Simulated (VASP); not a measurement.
Input of a VASP 6.6.1 run:

Contents of POSCAR:

```
Te2Mo
1.0
    3.5602328140      0.0000000000      0.0000000000
   -1.7801164070      3.0832520603      0.0000000000
    0.0000000000      0.0000000000     17.5240578200
Te Mo
2 1
Direct
    0.3333333333      0.6666666667      0.8978554500
    0.3333333333      0.6666666667      0.1021445500
    0.0000000000      0.0000000000      0.0028532204
```

The input INCAR.step1:

```
PREC     = Accurate       # precision mode
ENCUT    = 520            # plane-wave cutoff, eV
ISMEAR   = 0              # smearing method
SIGMA    = 0.05           # smearing width, eV
LREAL    = False          # projectors in reciprocal space
LASPH    = True           # aspherical terms in the spheres
NELM     = 80             # most SCF steps
NBANDS   = 20             # bands
GGA      = PE             # functional
ALGO     = Normal         # electronic algorithm
EDIFF    = 1E-4           # SCF threshold, eV
LWAVE    = True           # write WAVECAR
LCHARG   = False          # write CHGCAR
```

Contents of INCAR.step2:

```
PREC     = Accurate       # precision mode
ENCUT    = 520            # plane-wave cutoff, eV
EDIFF    = 1E-6           # SCF threshold, eV
ISMEAR   = 0              # smearing method
SIGMA    = 0.05           # smearing width, eV
LREAL    = False          # projectors in reciprocal space
LASPH    = True           # aspherical terms in the spheres
NELM     = 80             # most SCF steps
ALGO     = Normal         # electronic algorithm
ISIF     = 2              # what is computed and relaxed
LWAVE    = False          # write WAVECAR
LCHARG   = False          # write CHGCAR
METAGGA  = R2SCAN         # meta-GGA
LMIXTAU  = True         
NBANDS   = 20             # bands
ISTART   = 1
```

File KPOINTS:

```
regular mesh
0
Gamma
  9 9 2
```

Potentials or basis: VASP PAW PBE potentials, release 64 (Te, Mo_sv).

Command:

```sh
$ cat potpaw_PBE.64/Te/POTCAR potpaw_PBE.64/Mo_sv/POTCAR > POTCAR
$ cp INCAR.step1 INCAR
$ mpirun -np 1 vasp_std > vasp.out
$ cp INCAR.step2 INCAR
$ mpirun -np 1 vasp_std > vasp.out
```

(1) What does it give for the largest force?

(2) Predict the band gap on the k mesh.

Answers

(1) 1.100 eV/Å.

(2) 1.13 eV.

Caveat: the cell differs from its parent crystal (all Mo atoms moved +0.050 Å, as atom 3 along Cartesian [0 0 1]); the PAW data sets were made with another functional, which shifts forces and pressure a little; spin-orbit coupling is left out, which moves the levels of the heavy elements.
